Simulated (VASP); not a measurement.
A run of VASP 6.6.1:

INCAR

```
PREC = Accurate
ENCUT = 520
EDIFF = 1E-6
ISMEAR = -1
SIGMA = 0.02
LREAL = F
LASPH = T
NELM = 60
ALGO = Normal
ISIF = 2
LWAVE = F
LCHARG = F
GGA = PE
NBANDS = 36
```

Contents of KPOINTS:

```
Automatic mesh
0
Gamma
  16 16 3
```

File POSCAR:

```
SiC
1.0
    1.5389000000     -2.6675000000      0.0000000000
    1.5389000000      2.6675000000      0.0000000000
    0.0000000000      0.0000000000     15.2731190000
Si C
6 6
Direct
    0.1666619099      0.8333380901      0.8578734047
    0.8333380901      0.1666619099      0.3578734047
    0.5001200826      0.4998799174      0.5246594306
    0.4998799174      0.5001200826      0.0246594306
    0.8334407990      0.1665592010      0.6913934016
    0.1665592010      0.8334407990      0.1913934016
    0.5001770570      0.4998229430      0.6496579436
    0.4998229430      0.5001770570      0.1496579436
    0.1666143747      0.8333856253      0.9825267130
    0.8333856253      0.1666143747      0.4825267130
    0.8333961598      0.1666038402      0.8160291064
    0.1666038402      0.8333961598      0.3160291064
```

Potentials or basis: VASP PAW PBE potentials, release 64 (Si, C).

Launch:

```console
$ cat potpaw_PBE.64/Si/POTCAR potpaw_PBE.64/C/POTCAR > POTCAR
$ mpirun -np 1 vasp_std > vasp.out
```

Hardware: 1 thread of Intel(R) Xeon(R) Platinum 8259CL CPU @ 2.50GHz (Skylake/Cascade Lake), on a shared host.

Problem. How long does it take, and how much memory?

Solution. Run time: 11 min on 1 thread of Intel(R) Xeon(R) Platinum 8259CL CPU @ 2.50GHz (Skylake/Cascade Lake), on a shared host, peak memory 0.56 GiB. Counts: scf iterations 14, k points 146.
